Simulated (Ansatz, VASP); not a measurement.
# One calculation of Ga3As3CO, two programs

```
Ga As O C
1.0
     4.01370    0.00000    0.00000
     0.00000    5.67623    0.00000
     0.00000    0.00000   23.33527
Ga As O C
3 3 1 1
Direct
  0.50000 0.50000 0.17141
  0.00000 0.06538 0.26800
  0.50000 0.48946 0.32285
  0.00000 0.25000 0.17141
  0.50000 0.81022 0.25049
  0.00000 0.28876 0.35934
  0.25000 0.03876 0.48361
  0.25000 0.03876 0.53290
```

Alike in both runs: task single point; functional PBE; dispersion D3(BJ); k mesh 7 × 5 × 1; occupations gaussian, width 0.05 eV; no spin polarisation.

|  | VASP | Ansatz |
| --- | --- | --- |
| version | VASP 6.6.1 | Ansatz 0.2.0 |
| potentials or method | VASP PAW PBE potentials, release 64 (Ga_d, As, O, C), cutoff 520 eV | scalar-relativistic, plane waves, PAW |
| valence electrons in the cell | 64 | 94 |

```tsv
	VASP	Ansatz	Ansatz less VASP
gap on the k mesh at the Fermi level (eV)	0.40	0.41	+0.008
least direct gap on the mesh (eV)	0.76	0.76	+0.003
rms of the force components (eV/Å)	0.381	0.549	+0.1676
```

One of these differences is far larger than is usual between the two programs; its cause wasn't traced. VASP's potentials hold 64 valence electrons a cell and Ansatz's 94, so a difference there can come from the potentials and not from the codes. Ansatz's warnings: xc potential rough in thin density.

Noted on VASP's run: the standard files for N, O and F lose accuracy on very short bonds.
